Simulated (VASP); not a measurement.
# Sc in VASP: single point with PBE+D3(BJ)

Aim: the single point of Sc with PBE+D3(BJ).

All numbers are computed with VASP 6.6.1; they aren't measurements. Logs are shortened: lines on timing, memory, paths and dates and some standing lists are left out, and cuts for length are marked.

### Step 1. The cell of the first run

The typed cell holds 3 atoms: a = 5.034 Å, b = 5.034 Å, c = 3.182 Å, α = 90.00°, β = 90.00°, γ = 60.00°.

### Step 2. Single point, PBE+D3(BJ)

INCAR

```
PREC     = Accurate       # precision mode
ENCUT    = 520            # plane-wave cutoff, eV
EDIFF    = 1E-6           # SCF threshold, eV
ISMEAR   = 0              # smearing method
SIGMA    = 0.1            # smearing width, eV
LREAL    = False          # projectors in reciprocal space
LASPH    = True           # aspherical terms in the spheres
NELM     = 100            # most SCF steps
ALGO     = Normal         # electronic algorithm
ISIF     = 2              # what is computed and relaxed
LWAVE    = False          # write WAVECAR
LCHARG   = False          # write CHGCAR
GGA      = PE             # functional
IVDW     = 12             # dispersion correction
NBANDS   = 24             # bands
```

KPOINTS

```
regular mesh
0
Gamma
  10 10 14
```

POSCAR

```
Sc
1.0
    4.3598575415     -2.5169703962      0.0023643628
    4.3598575415      2.5169703962      0.0023643628
   -0.0017249392      0.0000000000      3.1815562226
Sc
3
Direct
    0.3333357354      0.3333357354      0.9999999607
    0.0000000000      0.0000000000      0.5000000000
    0.6666642646      0.6666642646      0.0000000393
```

Potentials or basis: VASP PAW PBE potentials, release 64 (Sc_sv).

Command:

```bash
> cat potpaw_PBE.64/Sc_sv/POTCAR > POTCAR
> mpirun -np 1 vasp_std > vasp.out
```

OUTCAR:

```text
PREC = Accurate
   ENCUT = 520
   EDIFF = 1E-6
   ISMEAR = 0
   LREAL = False
   LASPH = True
   NELM = 100
   ISIF = 2
   GGA = PE
   IVDW = 12
 IVDW          = 12

 ion  position               nearest neighbor table
   1  0.333  0.333  1.000-   3 2.91   3 2.91   3 2.91   2 3.31   2 3.31   2 3.31   2 3.31   2 3.31
                             2 3.31
   2  0.000  0.000  0.500-   3 3.31   3 3.31   1 3.31   1 3.31   3 3.31   1 3.31   3 3.31   1 3.31
                             3 3.31   1 3.31   3 3.31   1 3.31
   3  0.667  0.667  0.000-   1 2.91   1 2.91   1 2.91   2 3.31   2 3.31   2 3.31   2 3.31   2 3.31
                             2 3.31

  LATTYP: Found a base centered orthorhombic cell.
 ALAT       =     5.0339407924
 B/A-ratio  =     1.7321849272
 C/A-ratio  =     0.6320210788

  Lattice vectors:

 A1 = (  -4.3598575415,  -2.5169703962,  -0.0023643628)
 A2 = (   4.3598575415,  -2.5169703962,   0.0023643628)
 A3 = (  -0.0017249392,   0.0000000000,   3.1815562226)

Analysis of symmetry for initial positions (statically):
=====================================================================
 Subroutine PRICEL returns:
 Original cell was already a primitive cell.

 Routine SETGRP: Setting up the symmetry group for a
 base centered orthorhombic supercell.

 Subroutine GETGRP returns: Found  8 space group operations
 (whereof  8 operations were pure point group operations)
 out of a pool of  8 trial point group operations.

The static configuration has the point symmetry D_2h.

Analysis of symmetry for dynamics (positions and initial velocities):
=====================================================================
 Subroutine PRICEL returns:
 Original cell was already a primitive cell.

 Routine SETGRP: Setting up the symmetry group for a
 base centered orthorhombic supercell.

 Subroutine GETGRP returns: Found  8 space group operations
 (whereof  8 operations were pure point group operations)
 out of a pool of  8 trial point group operations.

The dynamic configuration has the point symmetry D_2h.

 Subroutine INISYM returns: Found  8 space group operations
 (whereof  8 operations are pure point group operations),
 and found     1 'primitive' translations

----------------------------------------------------------------------------------------

                                     Primitive cell

  volume of cell :      69.8265

  direct lattice vectors                    reciprocal lattice vectors
     4.359857542 -2.516970396  0.002364363     0.114682613 -0.198651522  0.000062177
     4.359857542  2.516970396  0.002364363     0.114682613  0.198651522  0.000062177
    -0.001724939  0.000000000  3.181556223    -0.000170452  0.000000000  0.314311499

  length of vectors
     5.034233144  5.034233144  3.181556690     0.229378579  0.229378579  0.314311545

  position of ions in fractional coordinates (direct lattice)
     0.333335735  0.333335735  0.999999961
     0.000000000  0.000000000  0.500000000
     0.666664265  0.666664265  0.000000039

  ion indices of the primitive-cell ions
   primitive index   ion index
                 1           1
                 2           2
                 3           3

----------------------------------------------------------------------------------------

 KPOINTS: regular mesh

Automatic generation of k-mesh.
 Grid dimensions read from file:
 generate k-points for:   10   10   14

 Generating k-lattice:

  Cartesian coordinates                     Fractional coordinates (reciprocal lattice)
     0.011468261 -0.019865152  0.000006218     0.100000000 -0.000000000  0.000000000
     0.011468261  0.019865152  0.000006218    -0.000000000  0.100000000  0.000000000
    -0.000012175  0.000000000  0.022450821     0.000000000  0.000000000  0.071428571

  Length of vectors
     0.022937858  0.022937858  0.022450825

  Shift w.r.t. Gamma in fractional coordinates (k-lattice)
     0.000000000  0.000000000  0.000000000

 Subroutine IBZKPT returns following result:
 ===========================================

 Found    248 irreducible k-points:

 Following reciprocal coordinates:
            Coordinates               Weight
  0.000000  0.000000  0.000000      1.000000
  0.100000  0.000000  0.000000      4.000000
  0.200000  0.000000  0.000000      4.000000
  0.300000  0.000000 -0.000000      4.000000
  0.400000  0.000000  0.000000      4.000000
  0.500000  0.000000  0.000000      2.000000
[... 16 lines left out ...]
  0.300000  0.300000 -0.000000      2.000000
  0.400000  0.300000  0.000000      4.000000
 [... further k-points ...]
   k-points           NKPTS =    248   k-points in BZ     NKDIM =    248   number of bands    NBANDS=     24
   number of dos      NEDOS =    301   number of ions     NIONS =      3
   total plane-waves  NPLWV =  38400
   dimension x,y,z NGX =    40 NGY =   40 NGZ =   24
   dimension x,y,z NGXF=    80 NGYF=   80 NGZF=   48
   ions per type =               3
   NGX,Y,Z   is equivalent  to a cutoff of  13.21, 13.21, 12.54 a.u.
   NGXF,Y,Z  is equivalent  to a cutoff of  26.42, 26.42, 25.08 a.u.
 SYSTEM =  unknown system
   PREC   = accura    normal or accurate (medium, high low for compatibility)
   ISTART =      0    job   : 0-new  1-cont  2-samecut
   ICHARG =      2    charge: 1-file 2-atom 10-const
   ISPIN  =      1    spin polarized calculation?
   LNONCOLLINEAR =      F non collinear calculations
   LSORBIT =      F    spin-orbit coupling
   LASPH  =      T    aspherical Exc in radial PAW
   ENCUT  =  520.0 eV  38.22 Ry    6.18 a.u.   9.36  9.36  5.92*2*pi/ulx,y,z
   NELM   =    100;   NELMIN=  2; NELMDL= -5     # of ELM steps
   EDIFF  = 0.1E-05   stopping-criterion for ELM
   LREAL  =      F    real-space projection
   EDIFFG = 0.1E-04   stopping-criterion for IOM
   NSW    =      0    number of steps for IOM
   IBRION =     -1    ionic relax: 0-MD 1-quasi-New 2-CG
   NFREE  =      0    steps in history (QN), initial steepest desc. (CG)
   ISIF   =      2    stress and relaxation
   ISYM   =      2    0-nonsym 1-usesym 2-fastsym
   POTIM  = 0.5000    time-step for ionic-motion
   TEBEG  =    0.0;   TEEND  =   0.0 temperature during run
   PSTRESS=    0.0 pullay stress
   NELECT =      33.0000    total number of electrons
   NUPDOWN=      -1.0000    fix difference up-down
   EMIN   =  10.00;   EMAX   =-10.00  energy-range for DOS
   EFERMI =   0.00;   METHOD = LEGACY
   ISMEAR =     0;   SIGMA  =   0.10  broadening in eV -4-tet -1-fermi 0-gaus
   EFERMI_NEDOS =   21; number of points for ismear=-14 and -15
   IALGO  =     38    algorithm
   IMIX   =      4    mixing-type and parameters
     AMIX     =   0.40;   BMIX     =  1.00
     AMIX_MAG =   1.60;   BMIX_MAG =  1.00
  volume/ion in A,a.u.               =      23.28       157.07
  Fermi-wavevector in a.u.,A,eV,Ry     =   1.275184  2.409748 22.124346  1.626094
  Thomas-Fermi vector in A             =   2.407910
   LORBIT       =      0    0 simple, 1 ext, 2 COOP (PROOUT), +10 PAW based schemes
   GGA     = PE    functional components
   LHFCALC =     F    Hartree Fock is set to
   AEXX    =    0.0000 exact exchange contribution
   IVDW    =    12    specifies the selected vdW correction
   LEPSILON=     F    determine dielectric tensor
   LRPA    =     F    only Hartree local field effects (RPA)
 non-spin polarized calculation
 Gauss-broadening in eV      SIGMA  =   0.10
  energy-cutoff  :      520.00
  volume of cell :       69.83
 maximum number of plane-waves:      1908
 NGX is ok and might be reduce to    40
   NGX = 19   NGY = 19   NGZ = 11

 number of electron      33.0000005 magnetization

 Free energy of the ion-electron system (eV)
  ---------------------------------------------------
  ext. energy  EPLUGINS =         0.00000000
  ---------------------------------------------------
  free energy    TOTEN  =       -18.55041924 eV

  energy without entropy =      -18.52019358  energy(sigma->0) =      -18.53530641

 E-fermi :   3.9522     XC(G=0): -10.1048

 val. band max:        3.9486927048   @ k =   0.4000   0.2000   0.3571
 cond. band min:       3.9530441438   @ k =   0.0000   0.0000   0.0000
 fundamental gap:      0.0043514390
 Fermi energy:         3.9522113111

 k-point     1 :       0.0000    0.0000    0.0000
  band No.  band energies     occupation
      1     -45.3082      2.00000
      2     -45.2235      2.00000
      3     -45.1732      2.00000
      4     -24.1008      2.00000
      5     -24.1007      2.00000
      6     -23.9582      2.00000
[... 16 lines left out ...]
     23       6.4387      0.00000
     24       6.4628      0.00000

 k-point     2 :       0.1000    0.0000    0.0000
  band No.  band energies     occupation
      1     -45.3050      2.00000
      2     -45.2242      2.00000
      3     -45.1758      2.00000
      4     -24.1173      2.00000
      5     -24.1068      2.00000
      6     -23.9396      2.00000
[... 16 lines left out ...]
     23       6.2135      0.00000
     24       6.2448      0.00000

 k-point     3 :       0.2000    0.0000    0.0000
  band No.  band energies     occupation
      1     -45.2958      2.00000
      2     -45.2263      2.00000
      3     -45.1830      2.00000
      4     -24.1497      2.00000
      5     -24.1085      2.00000
      6     -23.9015      2.00000
[... 16 lines left out ...]
     23       6.1294      0.00000
     24       6.4128      0.00000
[... 514 lines left out ...]
 k-point    23 :       0.3000    0.3000   -0.0000
  band No.  band energies     occupation
      1     -45.2819      2.00000
      2     -45.2299      2.00000
      3     -45.1935      2.00000
      4     -24.1798      2.00000
      5     -24.0893      2.00000
      6     -23.8631      2.00000
[... 16 lines left out ...]
     23       6.1374      0.00000
     24       6.7226      0.00000

 k-point    24 :       0.4000    0.3000    0.0000
  band No.  band energies     occupation
      1     -45.2719      2.00000
      2     -45.2326      2.00000
      3     -45.2009      2.00000
      4     -24.1841      2.00000
      5     -24.0788      2.00000
      6     -23.8705      2.00000
[... 16 lines left out ...]
     23       6.1386      0.00000
     24       6.9226      0.00000

 [... further k-points ...]

------------------------ aborting loop because EDIFF is reached ----------------------------------------

 Edisp (eV)   -1.23484

 E8    (eV) :    -0.5989

  FORCE on cell =-STRESS in cart. coord.  units (eV):
  Direction    XX          YY          ZZ          XY          YZ          ZX
  --------------------------------------------------------------------------------------
  -------------------------------------------------------------------------------------
  Total       0.01975     0.02107     0.01641     0.00000     0.00000     0.00000
  in kB       0.45327     0.48343     0.37642     0.00000     0.00000     0.00004
  external pressure =        0.44 kB  Pullay stress =        0.00 kB

 VOLUME and BASIS-vectors are now :
 -----------------------------------------------------------------------------
  energy-cutoff  :      520.00
  volume of cell :       69.83
      direct lattice vectors                 reciprocal lattice vectors
     4.359857542 -2.516970396  0.002364363     0.114682613 -0.198651522  0.000062177
     4.359857542  2.516970396  0.002364363     0.114682613  0.198651522  0.000062177
    -0.001724939  0.000000000  3.181556223    -0.000170452  0.000000000  0.314311499

 POSITION                                       TOTAL-FORCE (eV/Angst)
 -----------------------------------------------------------------------------------
      2.90487      0.00000      3.18313        -0.000024      0.000000     -0.000000
     -0.00086      0.00000      1.59078        -0.000000      0.000000      0.000000
      5.81312      0.00000      0.00315         0.000024      0.000000      0.000000
 -----------------------------------------------------------------------------------
    total drift:                               -0.000000     -0.000000      0.000000

  FREE ENERGIE OF THE ION-ELECTRON SYSTEM (eV)
  ---------------------------------------------------
  free  energy   TOTEN  =       -19.7852640809 eV

  energy  without entropy=      -19.7550384221  energy(sigma->0) =      -19.77015125
```

Wall time 4.2 min (1 thread of AMD EPYC 9R14 (Zen 4), shared host); peak memory 0.4 GiB.

What came out:

* Free energy: -19.7853 eV
* Pressure: 0.0 GPa
* Dispersion energy per atom: -0.412 eV

Levels at points of the mesh, in eV from the Fermi level:
```csv
k point,band 14,band 15,band 16,band 17,band 18,band 19
"(0.00, 0.00, 0.00)",-0.82,0.00,0.00,0.03,0.03,0.79
"(0.50, 0.00, 0.00)",-2.99,-1.62,0.48,0.64,0.69,0.90
"(0.50, 0.50, 0.00)",-2.99,-1.62,0.48,0.64,0.69,0.91
"(0.00, 0.00, 0.50)",-1.43,-0.91,-0.91,-0.56,-0.56,1.75
"(0.50, 0.00, 0.50)",-1.27,-0.69,-0.26,-0.11,-0.06,0.97
"(0.50, 0.50, 0.50)",-1.27,-0.69,-0.26,-0.11,-0.06,0.97
```

Caveat: pairwise dispersion overbinds metals, which lowers pressure and volume.
